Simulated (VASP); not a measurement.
# AlNi3 (Pm-3m) in VASP: notebook

Runs on AlNi3. Level: PBEsol. Tasks: single point.

Everything below comes from runs of VASP 6.6.1. Logs are shortened: lines on timing, memory, paths and dates and some standing lists are left out, and cuts for length are marked.

### Step 1. The cell of the first run

The structure is cubic, space group Pm-3m (No. 221). The conventional cell has a = 3.519 Å, b = 3.519 Å, c = 3.519 Å, α = 90.00°, β = 90.00°, γ = 90.00°. Within 3.3 Å of Al (site symmetry m-3m) lie 12 Ni at 2.49 Å. Within 3.3 Å of Ni (site symmetry 4/mmm) lie 4 Al at 2.49 Å and 8 Ni at 2.49 Å.

### Step 2. Single point, PBEsol, collinear spin, ferromagnetic start

Input file INCAR:

```
PREC = Accurate ; ENCUT = 520
EDIFF = 1E-6 ; ISMEAR = 0
SIGMA = 0.15 ; LREAL = F
LASPH = T ; NELM = 150
ALGO = Fast ; ISIF = 2
LWAVE = F ; LCHARG = F
ISPIN = 2 ; MAGMOM = 0 0.28 0.28 0.28
LORBIT = 11 ; LMAXMIX = 4
GGA = PS ; NBANDS = 28
```

Input file KPOINTS:

```
regular mesh
0
Gamma
  10 10 10
```

Input file POSCAR:

```
AlNi3
1.0
    3.5190923309      0.0000000000      0.0000000000
    0.0000000000      3.5190923309      0.0000000000
    0.0000000000      0.0000000000      3.5190923309
Al Ni
1 3
Direct
    0.0000000000      0.0000000000      0.0000000000
    0.0000000000      0.5000000000      0.5000000000
    0.5000000000      0.0000000000      0.5000000000
    0.5000000000      0.5000000000      0.0000000000
```

Potentials or basis: VASP PAW PBE potentials, release 64 (Al, Ni).

The run is started by

```sh
cat potpaw_PBE.64/Al/POTCAR potpaw_PBE.64/Ni/POTCAR > POTCAR
mpirun -np 1 vasp_std > vasp.out
```

OUTCAR:

```text
PREC = Accurate
   ENCUT = 520
   EDIFF = 1E-6
   ISMEAR = 0
   LREAL = F
   LASPH = T
   NELM = 150
   ISIF = 2
   ISPIN = 2
   LORBIT = 11
   GGA = PS

 ion  position               nearest neighbor table
   1  0.000  0.000  0.000-   2 2.49   3 2.49   4 2.49   2 2.49   3 2.49   2 2.49   4 2.49   2 2.49
                             3 2.49   4 2.49   3 2.49   4 2.49
   2  0.000  0.500  0.500-   1 2.49   3 2.49   4 2.49   1 2.49   4 2.49   1 2.49   3 2.49   1 2.49
                             3 2.49   4 2.49   4 2.49   3 2.49
   3  0.500  0.000  0.500-   1 2.49   2 2.49   4 2.49   1 2.49   4 2.49   2 2.49   4 2.49   4 2.49
                             1 2.49   2 2.49   1 2.49   2 2.49
   4  0.500  0.500  0.000-   1 2.49   2 2.49   3 2.49   2 2.49   3 2.49   1 2.49   3 2.49   3 2.49
                             1 2.49   2 2.49   2 2.49   1 2.49

  LATTYP: Found a simple cubic cell.
 ALAT       =     3.5190923309

  Lattice vectors:

 A1 = (   3.5190923309,   0.0000000000,   0.0000000000)
 A2 = (   0.0000000000,   3.5190923309,   0.0000000000)
 A3 = (   0.0000000000,   0.0000000000,   3.5190923309)

Analysis of symmetry for initial positions (statically):
=====================================================================
 Subroutine PRICEL returns:
 Original cell was already a primitive cell.

 Routine SETGRP: Setting up the symmetry group for a
 simple cubic supercell.

 Subroutine GETGRP returns: Found 48 space group operations
 (whereof 48 operations were pure point group operations)
 out of a pool of 48 trial point group operations.

The static configuration has the point symmetry O_h .

Analysis of symmetry for dynamics (positions and initial velocities):
=====================================================================
 Subroutine PRICEL returns:
 Original cell was already a primitive cell.

 Routine SETGRP: Setting up the symmetry group for a
 simple cubic supercell.

 Subroutine GETGRP returns: Found 48 space group operations
 (whereof 48 operations were pure point group operations)
 out of a pool of 48 trial point group operations.

The dynamic configuration has the point symmetry O_h .

Analysis of structural, dynamic, and magnetic symmetry:
=====================================================================
 Subroutine PRICEL returns:
 Original cell was already a primitive cell.

 Routine SETGRP: Setting up the symmetry group for a
 simple cubic supercell.

 Subroutine GETGRP returns: Found 48 space group operations
 (whereof 48 operations were pure point group operations)
 out of a pool of 48 trial point group operations.

The overall configuration has the point symmetry O_h .

 Subroutine INISYM returns: Found 48 space group operations
 (whereof 48 operations are pure point group operations),
 and found     1 'primitive' translations

----------------------------------------------------------------------------------------

                                     Primitive cell

  volume of cell :      43.5805

  direct lattice vectors                    reciprocal lattice vectors
     3.519092331  0.000000000  0.000000000     0.284164184  0.000000000  0.000000000
     0.000000000  3.519092331  0.000000000     0.000000000  0.284164184  0.000000000
     0.000000000  0.000000000  3.519092331     0.000000000  0.000000000  0.284164184

  length of vectors
     3.519092331  3.519092331  3.519092331     0.284164184  0.284164184  0.284164184

  position of ions in fractional coordinates (direct lattice)
     0.000000000  0.000000000  0.000000000
     0.000000000  0.500000000  0.500000000
     0.500000000  0.000000000  0.500000000
     0.500000000  0.500000000  0.000000000

  ion indices of the primitive-cell ions
   primitive index   ion index
                 1           1
                 2           2
                 3           3
                 4           4

----------------------------------------------------------------------------------------

 KPOINTS: regular mesh

Automatic generation of k-mesh.
 Grid dimensions read from file:
[... 47 lines left out ...]
   AEXX    =    0.0000 exact exchange contribution
   IVDW    =     0    specifies the selected vdW correction
   LEPSILON=     F    determine dielectric tensor
   LRPA    =     F    only Hartree local field effects (RPA)
 spin polarized calculation
 RMM-DIIS sequential band-by-band and
 Gauss-broadening in eV      SIGMA  =   0.15
  energy-cutoff  :      520.00
  volume of cell :       43.58
 maximum number of plane-waves:      1208
 NGX is ok and might be reduce to    28
   NGX = 13   NGY = 13   NGZ = 13

 number of electron      32.9999980 magnetization       0.5691884

 Free energy of the ion-electron system (eV)
  ---------------------------------------------------
  ext. energy  EPLUGINS =         0.00000000
  ---------------------------------------------------
  free energy    TOTEN  =       -24.31112394 eV

  energy without entropy =      -24.26664461  energy(sigma->0) =      -24.28888427

 E-fermi :   9.8038     XC(G=0): -13.0219

 val. band max:        9.8030369451   @ k =   0.5000   0.2000   0.2000
 cond. band min:       9.8058311365   @ k =   0.3000   0.2000   0.1000
 fundamental gap:      0.0027941914
 Fermi energy:         9.8038434001

 spin component 1

 k-point     1 :       0.0000    0.0000    0.0000
  band No.  band energies     occupation
      1      -0.3871      1.00000
      2       5.3211      1.00000
      3       6.0120      1.00000
      4       6.0120      1.00000
      5       6.3956      1.00000
      6       6.3956      1.00000
[... 20 lines left out ...]
     27      24.0273      0.00000
[... 691 lines left out ...]
      6       6.6985      1.00000
[... 20 lines left out ...]
     27      22.8808      0.00000
     28      24.9074      0.00000

 [... further k-points ...]

 spin component 2

 k-point     1 :       0.0000    0.0000    0.0000
  band No.  band energies     occupation
      1      -0.4025      1.00000
      2       5.3974      1.00000
      3       6.1345      1.00000
      4       6.1345      1.00000
      5       6.6110      1.00000
      6       6.6110      1.00000
[... 20 lines left out ...]
     27      24.0328      0.00000
[... 691 lines left out ...]
      6       6.8896      1.00000
[... 20 lines left out ...]
     27      22.9082      0.00000
     28      24.9166      0.00000

 [... further k-points ...]
[... 5 lines left out ...]
  --------------------------------------------------------------------------------------
  -------------------------------------------------------------------------------------
  Total        0.0283807      0.0283807      0.0283807      0.0000000      0.0000000     -0.0000000
  in kB        1.0433778      1.0433778      1.0433778      0.0000000      0.0000000     -0.0000000
  external PRESSURE =       1.0433778 kB  Pullay stress =       0.0000000 kB

 VOLUME and BASIS-vectors are now :
 -----------------------------------------------------------------------------
  energy-cutoff  :      520.00
  volume of cell :       43.58
      direct lattice vectors                 reciprocal lattice vectors
     3.519092331  0.000000000  0.000000000     0.284164184  0.000000000  0.000000000
     0.000000000  3.519092331  0.000000000     0.000000000  0.284164184  0.000000000
     0.000000000  0.000000000  3.519092331     0.000000000  0.000000000  0.284164184

 POSITION                                       TOTAL-FORCE (eV/Angst)
 -----------------------------------------------------------------------------------
      0.00000      0.00000      0.00000         0.000000      0.000000      0.000000
      0.00000      1.75955      1.75955         0.000000      0.000000      0.000000
      1.75955      0.00000      1.75955         0.000000      0.000000      0.000000
      1.75955      1.75955      0.00000         0.000000      0.000000      0.000000
 -----------------------------------------------------------------------------------
    total drift:                                0.000000      0.000000      0.000000

  FREE ENERGIE OF THE ION-ELECTRON SYSTEM (eV)
  ---------------------------------------------------
  free  energy   TOTEN  =       -24.3111239424 eV

  energy  without entropy=      -24.2666446071  energy(sigma->0) =      -24.28888427

 total charge

# of ion       s       p       d       tot
------------------------------------------
    1        0.410   0.405   0.000   0.815
    2        0.512   0.553   8.398   9.463
    3        0.512   0.553   8.398   9.463
    4        0.512   0.553   8.398   9.463
--------------------------------------------------
tot          1.946   2.064  25.194  29.203

 magnetization (x)

# of ion       s       p       d       tot
------------------------------------------
    1       -0.000  -0.006   0.000  -0.006
    2       -0.002  -0.007   0.209   0.200
    3       -0.002  -0.007   0.209   0.200
    4       -0.002  -0.007   0.209   0.200
--------------------------------------------------
tot         -0.007  -0.026   0.627   0.594
```

Run time: 2.6 min. Hardware: 1 thread of AMD EPYC 7R13 (Zen 3), shared host; peak memory 0.21 GiB.

What came out:

- Free energy: -24.3111 eV
- Pressure: 0.1 GPa
- Net moment: 0.57 μB per cell
- Site moments: Al -0.01; Ni +0.20 μB
- Valence electrons inside the program's atomic spheres: Al 0.81; Ni 9.46

Levels at points of the mesh, in eV from the Fermi level:
Spin up:
```
           k point  band 14  band 15  band 16  band 17  band 18  band 19  band 20  band 21
(0.00, 0.00, 0.00)     0.00     0.00     0.00     0.88     0.88     0.88     6.76     6.76
(0.50, 0.00, 0.00)    -1.17    -1.04    -0.47     0.00     5.69     5.69     5.70     5.70
(0.50, 0.50, 0.00)    -1.21    -0.96    -0.96    -0.57     0.94     0.94     8.33     8.33
(0.50, 0.50, 0.50)    -1.07    -1.07    -0.25    -0.19    -0.19    -0.19     3.65     4.20
```
Spin down:
| k point | band 12 | band 13 | band 14 | band 15 | band 16 | band 17 | band 18 | band 19 | band 20 | band 21 |
| --- | --- | --- | --- | --- | --- | --- | --- | --- | --- | --- |
| (0.00, 0.00, 0.00) | -0.38 | 0.01 | 0.32 | 0.32 | 0.32 | 0.86 | 0.86 | 0.86 | 6.84 | 6.84 |
| (0.50, 0.00, 0.00) | -1.04 | -0.98 | -0.98 | -0.85 | -0.31 | 0.32 | 5.73 | 5.73 | 5.75 | 5.75 |
| (0.50, 0.50, 0.00) | -1.16 | -1.16 | -1.10 | -0.80 | -0.65 | -0.45 | 1.16 | 1.16 | 8.37 | 8.37 |
| (0.50, 0.50, 0.50) | -1.17 | -1.17 | -0.92 | -0.92 | -0.25 | 0.09 | 0.09 | 0.09 | 3.74 | 4.36 |

Caveat: the PAW data sets were made with another functional, which shifts forces and pressure a little.

### Step 3. Single point, PBEsol, collinear spin, ferromagnetic start (volume scaled by 1.03)

Input file INCAR:

```
  ALGO = Fast
  EDIFF = 1E-7
  ENCUT = 520
  GGA = PS
  ISIF = 2
  ISMEAR = 0
  ISPIN = 2
  LASPH = True
  LCHARG = False
  LMAXMIX = 4
  LORBIT = 11
  LREAL = False
  LWAVE = False
  MAGMOM = 0 0.28 0.28 0.28
  NBANDS = 28
  NELM = 150
  PREC = Accurate
  SIGMA = 0.1
```

Input file KPOINTS:

```
k-points
0
Gamma
  12 12 12
```

Input file POSCAR:

```
AlNi3
1.0
    3.5539371333      0.0000000000      0.0000000000
    0.0000000000      3.5539371333      0.0000000000
    0.0000000000      0.0000000000      3.5539371333
Al Ni
1 3
Direct
    0.0000000000      0.0000000000      0.0000000000
    0.0000000000      0.5000000000      0.5000000000
    0.5000000000      0.0000000000      0.5000000000
    0.5000000000      0.5000000000      0.0000000000
```

Potentials or basis: VASP PAW PBE potentials, release 64 (Al, Ni).

The run is started by

```sh
cat potpaw_PBE.64/Al/POTCAR potpaw_PBE.64/Ni/POTCAR > POTCAR
mpirun -np 1 vasp_std > vasp.out
```

Run time: 1.8 min. Hardware: 1 thread of Intel Xeon 6975P-C (Granite Rapids), shared host; peak memory 0.27 GiB.

It converged, with:

```yaml
Free_energy: -24.2779 eV
Pressure: -5.5 GPa
Net_moment: 0.68 μB per cell
Site_moments: Al -0.01; Ni +0.24 μB
Valence_electrons_inside_the_program's_atomic_spheres: Al 0.80; Ni 9.41
```

Levels at points of the mesh, in eV from the Fermi level:
Spin up:
```csv
k point,band 15,band 16,band 17,band 18,band 19,band 20
"(0.00, 0.00, 0.00)",-0.06,-0.06,0.87,0.87,0.87,6.58
"(0.50, 0.00, 0.00)",-1.03,-0.48,-0.06,5.53,5.53,5.58
"(0.50, 0.50, 0.00)",-0.97,-0.95,-0.57,0.86,0.86,8.18
"(0.50, 0.50, 0.50)",-1.05,-0.23,-0.23,-0.23,-0.20,3.44
```
Spin down:
```
           k point  band 14  band 15  band 16  band 17  band 18  band 19
(0.00, 0.00, 0.00)     0.33     0.33     0.33     0.84     0.84     0.84
(0.50, 0.00, 0.00)    -0.93    -0.81    -0.29     0.33     5.59     5.59
(0.50, 0.50, 0.00)    -1.06    -0.77    -0.60    -0.43     1.12     1.12
(0.50, 0.50, 0.50)    -0.87    -0.87    -0.21     0.10     0.10     0.10
```

Caveat: the PAW data sets were made with another functional, which shifts forces and pressure a little.

### Step 4. Single point, PBEsol, collinear spin, ferromagnetic start (volume scaled by 1.06)

Input file INCAR:

```
PREC = Accurate
ENCUT = 520
EDIFF = 1E-6
ISMEAR = 0
SIGMA = 0.1
LREAL = False
LASPH = True
NELM = 150
ALGO = Fast
ISIF = 2
LWAVE = False
LCHARG = False
ISPIN = 2
MAGMOM = 0 0.28 0.28 0.28
LORBIT = 11
LMAXMIX = 4
GGA = PS
NBANDS = 28
```

Input file KPOINTS:

```
regular mesh
0
Gamma
  12 12 12
```

Input file POSCAR:

```
AlNi3
1.0
    3.5881117022      0.0000000000      0.0000000000
    0.0000000000      3.5881117022      0.0000000000
    0.0000000000      0.0000000000      3.5881117022
Al Ni
1 3
Direct
    0.0000000000      0.0000000000      0.0000000000
    0.0000000000      0.5000000000      0.5000000000
    0.5000000000      0.0000000000      0.5000000000
    0.5000000000      0.5000000000      0.0000000000
```

The run is started by

```sh
cat potpaw_PBE.64/Al/POTCAR potpaw_PBE.64/Ni/POTCAR > POTCAR
mpirun -np 1 vasp_std > vasp.out
```

Run time: 99 s. Hardware: 1 thread of Intel Xeon 6975P-C (Granite Rapids), shared host; peak memory 0.28 GiB.

It converged, with:

| Quantity | Value |
| --- | --- |
| Free energy | -24.2135 eV |
| Pressure | -10.2 GPa |
| Net moment | 0.70 μB per cell |
| Site moments | Al -0.01; Ni +0.25 μB |
| Valence electrons inside the program's atomic spheres | Al 0.78; Ni 9.36 |

Levels at points of the mesh, in eV from the Fermi level:
Spin up:
| k point | band 14 | band 15 | band 16 | band 17 | band 18 | band 19 | band 20 | band 21 |
| --- | --- | --- | --- | --- | --- | --- | --- | --- |
| (0.00, 0.00, 0.00) | -0.08 | -0.08 | -0.08 | 0.86 | 0.86 | 0.86 | 6.42 | 6.42 |
| (0.50, 0.00, 0.00) | -1.11 | -1.00 | -0.48 | -0.08 | 5.39 | 5.39 | 5.49 | 5.49 |
| (0.50, 0.50, 0.00) | -1.15 | -0.95 | -0.93 | -0.55 | 0.81 | 0.81 | 7.98 | 8.04 |
| (0.50, 0.50, 0.50) | -1.02 | -1.02 | -0.24 | -0.24 | -0.24 | -0.15 | 3.25 | 3.89 |
Spin down:
| k point | band 13 | band 14 | band 15 | band 16 | band 17 | band 18 | band 19 | band 20 |
| --- | --- | --- | --- | --- | --- | --- | --- | --- |
| (0.00, 0.00, 0.00) | 0.02 | 0.32 | 0.32 | 0.32 | 0.84 | 0.84 | 0.84 | 6.51 |
| (0.50, 0.00, 0.00) | -0.89 | -0.89 | -0.77 | -0.28 | 0.32 | 5.44 | 5.44 | 5.54 |
| (0.50, 0.50, 0.00) | -1.06 | -1.02 | -0.73 | -0.57 | -0.41 | 1.08 | 1.08 | 8.01 |
| (0.50, 0.50, 0.50) | -1.07 | -0.84 | -0.84 | -0.17 | 0.10 | 0.10 | 0.10 | 3.35 |

Caveat: the PAW data sets were made with another functional, which shifts forces and pressure a little.

### Step 5. Single point, PBEsol, collinear spin, ferromagnetic start

Input file INCAR:

```
SYSTEM = AlNi3
PREC     = Accurate       ! precision mode
ENCUT    = 520            ! plane-wave cutoff, eV
EDIFF    = 1E-7           ! SCF threshold, eV
ISMEAR   = 0              ! smearing method
SIGMA    = 0.1            ! smearing width, eV
LREAL    = .FALSE.        ! projectors in reciprocal space
LASPH    = .TRUE.         ! aspherical terms in the spheres
NELM     = 150            ! most SCF steps
ALGO     = Normal         ! electronic algorithm
ISIF     = 2              ! what is computed and relaxed
LWAVE    = .FALSE.        ! write WAVECAR
LCHARG   = .FALSE.        ! write CHGCAR
ISPIN    = 2              ! spin polarisation
MAGMOM   = 0 0.28 0.28 0.28 ! initial moments
LORBIT   = 11             ! projections on sites
LMAXMIX  = 4              ! l up to which the mixer works
GGA      = PS             ! functional
NBANDS   = 28             ! bands
```

Input file KPOINTS:

```
Automatic mesh
0
G
  14 14 14
  0 0 0
```

Input file POSCAR:

```
AlNi3
1.0
    3.5190923090      0.0000000000      0.0000000000
    0.0000000000      3.5190923090      0.0000000000
    0.0000000000      0.0000000000      3.5190923090
Al Ni
1 3
Direct
    0.0000000000      0.0000000000      0.0000000000
    0.0000000000      0.5000000000      0.5000000000
    0.5000000000      0.0000000000      0.5000000000
    0.5000000000      0.5000000000      0.0000000000
```

The run is started by

```sh
cat potpaw_PBE.64/Al/POTCAR potpaw_PBE.64/Ni/POTCAR > POTCAR
mpirun -np 1 vasp_std > vasp.out
```

It took 3.1 min on 1 thread of Intel Xeon Platinum 8488C (Sapphire Rapids), shared host; peak memory 0.32 GiB.

The run converged. Its results:

```
Free energy                                           : -24.3002 eV
Pressure                                              : 0.1 GPa
Net moment                                            : 0.67 μB per cell
Site moments                                          : Al -0.01; Ni +0.23 μB
Valence electrons inside the program's atomic spheres : Al 0.81; Ni 9.46
```

Levels at points of the mesh, in eV from the Fermi level:
Spin up:
```csv
k point,band 14,band 15,band 16,band 17,band 18,band 19,band 20,band 21
"(0.00, 0.00, 0.00)",-0.04,-0.04,-0.04,0.87,0.87,0.87,6.75,6.75
"(0.50, 0.00, 0.00)",-1.19,-1.06,-0.49,-0.04,5.67,5.67,5.69,5.69
"(0.50, 0.50, 0.00)",-1.23,-0.99,-0.98,-0.58,0.91,0.91,8.32,8.32
"(0.50, 0.50, 0.50)",-1.09,-1.09,-0.26,-0.23,-0.23,-0.23,3.64,4.18
```
Spin down:
| k point | band 12 | band 13 | band 14 | band 15 | band 16 | band 17 | band 18 | band 19 | band 20 | band 21 |
| --- | --- | --- | --- | --- | --- | --- | --- | --- | --- | --- |
| (0.00, 0.00, 0.00) | -0.37 | 0.02 | 0.34 | 0.34 | 0.34 | 0.85 | 0.85 | 0.85 | 6.83 | 6.83 |
| (0.50, 0.00, 0.00) | -1.04 | -0.97 | -0.97 | -0.84 | -0.30 | 0.34 | 5.73 | 5.73 | 5.74 | 5.74 |
| (0.50, 0.50, 0.00) | -1.16 | -1.16 | -1.11 | -0.80 | -0.63 | -0.45 | 1.17 | 1.17 | 8.36 | 8.36 |
| (0.50, 0.50, 0.50) | -1.17 | -1.17 | -0.91 | -0.91 | -0.26 | 0.11 | 0.11 | 0.11 | 3.73 | 4.36 |

Caveat: the PAW data sets were made with another functional, which shifts forces and pressure a little.

### Step 6. Summary

| cell | k mesh | smearing | gap on the mesh (eV) | pressure (GPa) | moment (μB) |
| --- | --- | --- | --- | --- | --- |
| a = 3.519 Å, 4 atoms | 10 × 10 × 10 | gaussian 0.15 eV | none | 0.1 | 0.57 |
| a = 3.554 Å, 4 atoms | 12 × 12 × 12 | gaussian 0.1 eV | none | -5.5 | 0.68 |
| a = 3.588 Å, 4 atoms | 12 × 12 × 12 | gaussian 0.1 eV | none | -10.2 | 0.70 |
| a = 3.519 Å, 4 atoms | 14 × 14 × 14 | gaussian 0.1 eV | none | 0.1 | 0.67 |

Alike in all rows: task single point; level PBEsol; potentials or basis VASP PAW PBE potentials, release 64 (Al, Ni); spin collinear, ferromagnetic start; cutoff (eV) 520.

Caveats: the PAW data sets were made with another functional, which shifts forces and pressure a little.

Total energies depend on the potentials used, so only differences within one code and one set of settings carry meaning.
